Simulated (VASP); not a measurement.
## GaP4: single point with PBE

Crystal: GaP4.

```
Ga P
1.0
     4.55497    0.00000    0.00000
    -2.27749    3.94472    0.00000
     0.00000    0.00000    4.81634
Ga P
1 4
Direct
  0.00000 0.00000 0.50000
  0.33333 0.66667 0.00000
  0.66667 0.33333 0.00000
  0.33333 0.66667 0.50000
  0.66667 0.33333 0.50000
```

```json
{
 "Program": "VASP 6.6.1",
 "Task": "single point",
 "Functional": "PBE",
 "Potentials or basis": "VASP PAW PBE potentials, release 64 (Ga_d, P)",
 "Cutoff": "520 eV",
 "k mesh": "12 × 12 × 8",
 "Occupations": "gaussian, width 0.1 eV",
 "Spin": "no spin polarisation",
 "Dipole correction": "no",
 "Further INCAR settings": "ALGO = Normal; EDIFF = 1e-07; NBANDS = 24"
}
```

```json
{
 "Pressure": "-0.1 GPa"
}
```

Stress tensor (GPa, compression positive):
```
-0.02  0.00  0.00
 0.00 -0.02  0.00
 0.00  0.00 -0.18
```

Levels at points of the mesh, in eV from the Fermi level:
```csv
k point,band 14,band 15,band 16,band 17,band 18,band 19
"(0.00, 0.00, 0.00)",-3.29,-3.29,-2.83,-1.85,-1.85,1.61
"(0.50, 0.00, 0.00)",-2.84,-1.16,-0.07,0.99,1.29,1.40
"(0.00, 0.00, 0.50)",-3.01,-2.81,-2.81,-1.66,-0.94,0.00
"(0.50, 0.00, 0.50)",-1.00,-0.62,0.45,0.48,1.59,2.11
```

Wall time 70 s on 1 thread of Intel(R) Xeon(R) 6975P-C (Granite Rapids), with other jobs on the host, peak memory 0.3 GiB.
